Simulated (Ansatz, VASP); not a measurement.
**One calculation of SnO, two programs**

```
Sn O
1.0
     3.82016    0.00000    0.00000
     0.00000    3.82016    0.00000
     0.00000    0.00000   22.22608
Sn O
4 4
Direct
  0.75000 0.25000 0.20246
  0.25000 0.75000 0.30878
  0.75000 0.25000 0.48875
  0.25000 0.75000 0.59507
  0.25000 0.25000 0.25562
  0.75000 0.75000 0.25562
  0.25000 0.25000 0.54191
  0.75000 0.75000 0.54191
```

Alike in both runs: task single point; functional PBE; dispersion D3(BJ); k mesh 7 × 7 × 1; occupations gaussian, width 0.05 eV; no spin polarisation.

|  | VASP | Ansatz |
| --- | --- | --- |
| version | VASP 6.6.1 | Ansatz 0.2.0 |
| potentials or method | VASP PAW PBE potentials, release 64 (Sn_d, O_h), cutoff 1000 eV | scalar-relativistic, plane waves, PAW |
| valence electrons in the cell | 80 | 80 |

VASP gave:

```
gap on the k mesh at the Fermi level (eV) : 2.54
least direct gap on the mesh (eV)         : 2.55
rms of the force components (eV/Å)        : 0.058
```

Which values does Ansatz return?

gap on the k mesh at the Fermi level (eV): 2.58; least direct gap on the mesh (eV): 2.60; rms of the force components (eV/Å): 0.030.
